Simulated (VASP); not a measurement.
# Si (Im-3m) in VASP: notebook

The runs below take Si through single point, with PBE.

All numbers are computed with VASP 6.6.1; they aren't measurements. Logs are shortened: lines on timing, memory, paths and dates and some standing lists are left out, and cuts for length are marked.

## Step 1: The cell of the first run

The structure is cubic, space group Im-3m (No. 229). The conventional cell has a = 2.971 Å, b = 2.971 Å, c = 2.971 Å, α = 90.00°, β = 90.00°, γ = 90.00°. Within 3.4 Å of Si (site symmetry m-3m) lie 14 Si at 2.57 to 2.97 Å.

## Step 2: Single point, PBE

INCAR reads:

```
PREC = Accurate
ENCUT = 520
EDIFF = 1E-6
ISMEAR = -1
SIGMA = 0.08
LREAL = False
LASPH = True
NELM = 100
ALGO = Normal
ISIF = 2
LWAVE = False
LCHARG = True
GGA = PE
LELF = True
LVHAR = True
NBANDS = 8
```

KPOINTS reads:

```
Automatic mesh
0
Gamma
  18 18 18
```

POSCAR reads:

```
Si
1.0
   -1.4857332895      1.4857332895      1.4857332895
    1.4857332895     -1.4857332895      1.4857332895
    1.4857332895      1.4857332895     -1.4857332895
Si
1
Direct
    0.0000000000      0.0000000000      0.0000000000
```

Potentials or basis: VASP PAW PBE potentials, release 64 (Si).

The run is started by

```
cat potpaw_PBE.64/Si/POTCAR > POTCAR
mpirun -np 1 vasp_std > vasp.out
```

OUTCAR:

```text
PREC = Accurate
   ENCUT = 520
   EDIFF = 1E-6
   ISMEAR = -1
   LREAL = False
   LASPH = True
   NELM = 100
   ISIF = 2
   GGA = PE

 ion  position               nearest neighbor table
   1  0.000  0.000  0.000-

  LATTYP: Found a body centered cubic cell.
 ALAT       =     2.9714665790

  Lattice vectors:

 A1 = (  -1.4857332895,   1.4857332895,   1.4857332895)
 A2 = (   1.4857332895,  -1.4857332895,   1.4857332895)
 A3 = (   1.4857332895,   1.4857332895,  -1.4857332895)

Analysis of symmetry for initial positions (statically):
=====================================================================
 Subroutine PRICEL returns:
 Original cell was already a primitive cell.

 Routine SETGRP: Setting up the symmetry group for a
 body centered cubic supercell.

 Subroutine GETGRP returns: Found 48 space group operations
 (whereof 48 operations were pure point group operations)
 out of a pool of 48 trial point group operations.

The static configuration has the point symmetry O_h .

Analysis of symmetry for dynamics (positions and initial velocities):
=====================================================================
 Subroutine PRICEL returns:
 Original cell was already a primitive cell.

 Routine SETGRP: Setting up the symmetry group for a
 body centered cubic supercell.

 Subroutine GETGRP returns: Found 48 space group operations
 (whereof 48 operations were pure point group operations)
 out of a pool of 48 trial point group operations.

The dynamic configuration has the point symmetry O_h .

 Subroutine INISYM returns: Found 48 space group operations
 (whereof 48 operations are pure point group operations),
 and found     1 'primitive' translations

----------------------------------------------------------------------------------------

                                     Primitive cell

  volume of cell :      13.1185

  direct lattice vectors                    reciprocal lattice vectors
    -1.485733289  1.485733289  1.485733289     0.000000000  0.336534157  0.336534157
     1.485733289 -1.485733289  1.485733289     0.336534157  0.000000000  0.336534157
     1.485733289  1.485733289 -1.485733289     0.336534157  0.336534157  0.000000000

  length of vectors
     2.573365544  2.573365544  2.573365544     0.475931169  0.475931169  0.475931169

  position of ions in fractional coordinates (direct lattice)
     0.000000000  0.000000000  0.000000000

  ion indices of the primitive-cell ions
   primitive index   ion index
                 1           1

----------------------------------------------------------------------------------------

 KPOINTS: Automatic mesh

Automatic generation of k-mesh.
 Grid dimensions read from file:
 generate k-points for:   18   18   18

 Generating k-lattice:

  Cartesian coordinates                     Fractional coordinates (reciprocal lattice)
     0.000000000  0.018696342  0.018696342     0.055555556  0.000000000  0.000000000
     0.018696342  0.000000000  0.018696342     0.000000000  0.055555556  0.000000000
     0.018696342  0.018696342  0.000000000     0.000000000  0.000000000  0.055555556

  Length of vectors
     0.026440620  0.026440620  0.026440620

  Shift w.r.t. Gamma in fractional coordinates (k-lattice)
     0.000000000  0.000000000  0.000000000

 Subroutine IBZKPT returns following result:
 ===========================================

 Found    195 irreducible k-points:

 Following reciprocal coordinates:
            Coordinates               Weight
  0.000000  0.000000  0.000000      1.000000
  0.055556  0.000000  0.000000     12.000000
  0.111111  0.000000  0.000000     12.000000
  0.166667  0.000000  0.000000     12.000000
  0.222222  0.000000  0.000000     12.000000
  0.277778  0.000000  0.000000     12.000000
[... 16 lines left out ...]
  0.333333  0.111111 -0.000000     48.000000
  0.388889  0.111111  0.000000     48.000000
 [... further k-points ...]
   k-points           NKPTS =    195   k-points in BZ     NKDIM =    195   number of bands    NBANDS=      8
   number of dos      NEDOS =    301   number of ions     NIONS =      1
   total plane-waves  NPLWV =   8000
   dimension x,y,z NGX =    20 NGY =   20 NGZ =   20
   dimension x,y,z NGXF=    40 NGYF=   40 NGZF=   40
   ions per type =               1
   NGX,Y,Z   is equivalent  to a cutoff of  12.92, 12.92, 12.92 a.u.
   NGXF,Y,Z  is equivalent  to a cutoff of  25.84, 25.84, 25.84 a.u.
 SYSTEM =  unknown system
   PREC   = accura    normal or accurate (medium, high low for compatibility)
   ISTART =      0    job   : 0-new  1-cont  2-samecut
   ICHARG =      2    charge: 1-file 2-atom 10-const
   ISPIN  =      1    spin polarized calculation?
   LNONCOLLINEAR =      F non collinear calculations
   LSORBIT =      F    spin-orbit coupling
   LASPH  =      T    aspherical Exc in radial PAW
   ENCUT  =  520.0 eV  38.22 Ry    6.18 a.u.   4.78  4.78  4.78*2*pi/ulx,y,z
   NELM   =    100;   NELMIN=  2; NELMDL= -5     # of ELM steps
   EDIFF  = 0.1E-05   stopping-criterion for ELM
   LREAL  =      F    real-space projection
   EDIFFG = 0.1E-04   stopping-criterion for IOM
   NSW    =      0    number of steps for IOM
   IBRION =     -1    ionic relax: 0-MD 1-quasi-New 2-CG
   NFREE  =      0    steps in history (QN), initial steepest desc. (CG)
   ISIF   =      2    stress and relaxation
   ISYM   =      2    0-nonsym 1-usesym 2-fastsym
   POTIM  = 0.5000    time-step for ionic-motion
   TEBEG  =    0.0;   TEEND  =   0.0 temperature during run
   PSTRESS=    0.0 pullay stress
   NELECT =       4.0000    total number of electrons
   NUPDOWN=      -1.0000    fix difference up-down
   EMIN   =  10.00;   EMAX   =-10.00  energy-range for DOS
   EFERMI =   0.00;   METHOD = LEGACY
   ISMEAR =    -1;   SIGMA  =   0.08  broadening in eV -4-tet -1-fermi 0-gaus
   EFERMI_NEDOS =   21; number of points for ismear=-14 and -15
   IALGO  =     38    algorithm
   IMIX   =      4    mixing-type and parameters
     AMIX     =   0.40;   BMIX     =  1.00
     AMIX_MAG =   1.60;   BMIX_MAG =  1.00
  volume/ion in A,a.u.               =      13.12        88.53
  Fermi-wavevector in a.u.,A,eV,Ry     =   1.101879  2.082250 16.519347  1.214138
  Thomas-Fermi vector in A             =   2.238313
   LORBIT       =      0    0 simple, 1 ext, 2 COOP (PROOUT), +10 PAW based schemes
   GGA     = PE    functional components
   LHFCALC =     F    Hartree Fock is set to
   AEXX    =    0.0000 exact exchange contribution
   IVDW    =     0    specifies the selected vdW correction
   LEPSILON=     F    determine dielectric tensor
   LRPA    =     F    only Hartree local field effects (RPA)
 non-spin polarized calculation
  energy-cutoff  :      520.00
  volume of cell :       13.12
 maximum number of plane-waves:       370
   NGX =  9   NGY =  9   NGZ =  9

 number of electron       4.0000001 magnetization

 Free energy of the ion-electron system (eV)
  ---------------------------------------------------
  ext. energy  EPLUGINS =         0.00000000
  ---------------------------------------------------
  free energy    TOTEN  =        -4.84789120 eV

  energy without entropy =       -4.83779932  energy(sigma->0) =       -4.84284526

 E-fermi :  11.3742     XC(G=0): -11.5964

 val. band max:       11.3584548723   @ k =   0.2222   0.2222   0.0000
 cond. band min:      11.3993387589   @ k =  -0.3333   0.4444   0.1667
 fundamental gap:      0.0408838866
 Fermi energy:        11.3742151574

 k-point     1 :       0.0000    0.0000    0.0000
  band No.  band energies     occupation
      1      -3.8636      2.00000
      2      24.2683      0.00000
      3      24.2683      0.00000
      4      24.2683      0.00000
      5      24.4236      0.00000
      6      24.4236      0.00000
      7      24.4236      0.00000
      8      28.3654      0.00000

 k-point     2 :       0.0556    0.0000    0.0000
  band No.  band energies     occupation
      1      -3.7619      2.00000
      2      22.5133      0.00000
      3      22.9090      0.00000
      4      24.0707      0.00000
      5      24.0799      0.00000
      6      25.5451      0.00000
      7      25.9518      0.00000
      8      27.5596      0.00000

 k-point     3 :       0.1111    0.0000    0.0000
  band No.  band energies     occupation
      1      -3.4569      2.00000
      2      20.1822      0.00000
      3      21.6456      0.00000
      4      23.2440      0.00000
      5      23.5683      0.00000
      6      25.6895      0.00000
      7      27.2000      0.00000
      8      27.7201      0.00000

 k-point     4 :       0.1667    0.0000    0.0000
  band No.  band energies     occupation
      1      -2.9496      2.00000
      2      17.6396      0.00000
      3      20.5524      0.00000
      4      22.2788      0.00000
      5      22.8780      0.00000
      6      24.8778      0.00000
      7      27.9122      0.00000
      8      28.4037      0.00000

 k-point     5 :       0.2222    0.0000    0.0000
  band No.  band energies     occupation
      1      -2.2415      2.00000
      2      15.0871      0.00000
      3      19.6295      0.00000
      4      21.3555      0.00000
      5      22.1582      0.00000
      6      24.0585      0.00000
      7      28.8209      0.00000
      8      28.8493      0.00000

 k-point     6 :       0.2778    0.0000    0.0000
  band No.  band energies     occupation
      1      -1.3347      2.00000
      2      12.6193      0.00000
      3      18.8763      0.00000
      4      20.5537      0.00000
      5      21.5040      0.00000
      6      23.3510      0.00000
      7      29.5044      0.00000
      8      29.8390      0.00000

 k-point     7 :       0.3333    0.0000    0.0000
  band No.  band energies     occupation
      1      -0.2317      2.00000
      2      10.2802      2.00000
      3      18.2917      0.00000
      4      19.9095      0.00000
      5      20.9658      0.00000
      6      22.7793      0.00000
      7      30.3331      0.00000
      8      30.9574      0.00000

 k-point     8 :       0.3889    0.0000    0.0000
  band No.  band energies     occupation
      1       1.0641      2.00000
      2       8.0924      2.00000
      3      17.8749      0.00000
      4      19.4409      0.00000
      5      20.5692      0.00000
      6      22.3593      0.00000
      7      31.2892      0.00000
      8      32.1324      0.00000

 k-point     9 :       0.4444    0.0000    0.0000
  band No.  band energies     occupation
      1       2.5492      2.00000
      2       6.0692      2.00000
      3      17.6252      0.00000
      4      19.1569      0.00000
      5      20.3272      0.00000
      6      22.1025      0.00000
      7      32.2526      0.00000
      8      33.2082      0.00000

 k-point    10 :       0.5000    0.0000    0.0000
  band No.  band energies     occupation
      1       4.2090      2.00000
      2       4.2295      2.00000
      3      17.5419      0.00000
      4      19.0618      0.00000
      5      20.2459      0.00000
      6      22.0161      0.00000
      7      32.7693      0.00000
      8      33.7211      0.00000
[... 78 lines left out ...]
 k-point    18 :       0.4444    0.0556    0.0000
  band No.  band energies     occupation
      1       3.4351      2.00000
      2       5.1952      2.00000
      3      16.6235      0.00000
      4      18.4091      0.00000
      5      21.1578      0.00000
      6      22.9463      0.00000
      7      32.0722      0.00000
      8      33.2594      0.00000

 k-point    19 :       0.1111    0.1111    0.0000
  band No.  band energies     occupation
      1      -2.6458      2.00000
      2      17.7574      0.00000
      3      17.9607      0.00000
      4      20.8924      0.00000
      5      24.4055      0.00000
      6      25.4102      0.00000
      7      27.5175      0.00000
      8      28.7108      0.00000

 k-point    20 :       0.1667    0.1111    0.0000
  band No.  band energies     occupation
      1      -1.9387      2.00000
      2      15.3437      0.00000
      3      16.8930      0.00000
      4      20.0148      0.00000
      5      24.0326      0.00000
      6      25.3053      0.00000
      7      27.8072      0.00000
      8      29.8723      0.00000

 k-point    21 :       0.2222    0.1111    0.0000
  band No.  band energies     occupation
      1      -1.0333      2.00000
      2      12.8926      0.00000
      3      16.0888      0.00000
      4      19.2666      0.00000
      5      23.4087      0.00000
      6      25.3757      0.00000
      7      27.9724      0.00000
      8      31.3505      0.00000

 k-point    22 :       0.2778    0.1111    0.0000
  band No.  band energies     occupation
      1       0.0681      2.00000
      2      10.5616      1.99992
      3      15.4593      0.00000
      4      18.6700      0.00000
      5      22.8524      0.00000
      6      25.2926      0.00000
      7      28.5154      0.00000
      8      32.5890      0.00000

 k-point    23 :       0.3333    0.1111   -0.0000
  band No.  band energies     occupation
      1       1.3621      2.00000
      2       8.3790      2.00000
      3      15.0073      0.00000
      4      18.2377      0.00000
      5      22.4353      0.00000
      6      25.1208      0.00000
      7      29.4069      0.00000
      8      33.2760      0.00000

 k-point    24 :       0.3889    0.1111    0.0000
  band No.  band energies     occupation
      1       2.8450      2.00000
      2       6.3596      2.00000
      3      14.7352      0.00000
      4      17.9763      0.00000
      5      22.1794      0.00000
      6      24.9790      0.00000
      7      30.5096      0.00000
      8      32.9329      0.00000

 [... further k-points ...]

------------------------ aborting loop because EDIFF is reached ----------------------------------------

  FORCE on cell =-STRESS in cart. coord.  units (eV):
  Direction    XX          YY          ZZ          XY          YZ          ZX
  --------------------------------------------------------------------------------------
  -------------------------------------------------------------------------------------
  Total        1.0596839      1.0596839      1.0596839     -0.0000000      0.0000000     -0.0000000
  in kB      129.4208905    129.4208905    129.4208905     -0.0000000      0.0000000     -0.0000000
  external PRESSURE =     129.4208905 kB  Pullay stress =       0.0000000 kB

 VOLUME and BASIS-vectors are now :
 -----------------------------------------------------------------------------
  energy-cutoff  :      520.00
  volume of cell :       13.12
      direct lattice vectors                 reciprocal lattice vectors
    -1.485733289  1.485733289  1.485733289     0.000000000  0.336534157  0.336534157
     1.485733289 -1.485733289  1.485733289     0.336534157  0.000000000  0.336534157
     1.485733289  1.485733289 -1.485733289     0.336534157  0.336534157  0.000000000

 POSITION                                       TOTAL-FORCE (eV/Angst)
 -----------------------------------------------------------------------------------
      0.00000      0.00000      0.00000        -0.000000     -0.000000      0.000000
 -----------------------------------------------------------------------------------
    total drift:                                0.000000      0.000000     -0.000000

  FREE ENERGIE OF THE ION-ELECTRON SYSTEM (eV)
  ---------------------------------------------------
  free  energy   TOTEN  =        -4.8478912015 eV

  energy  without entropy=       -4.8377993194  energy(sigma->0) =       -4.84284526
```

Run time: 8.9 s. Hardware: 1 thread of Intel Xeon Platinum 8488C (Sapphire Rapids), shared host; peak memory 0.13 GiB.

Results:

```yaml
Free_energy: -4.8479 eV
Pressure: 12.9 GPa
Band_gap_on_the_k_mesh: zero (band 2 reaches 24.27 eV, above the bottom of band 3 at 6.94 eV)
```

(Part 1 of 2 ends here.)
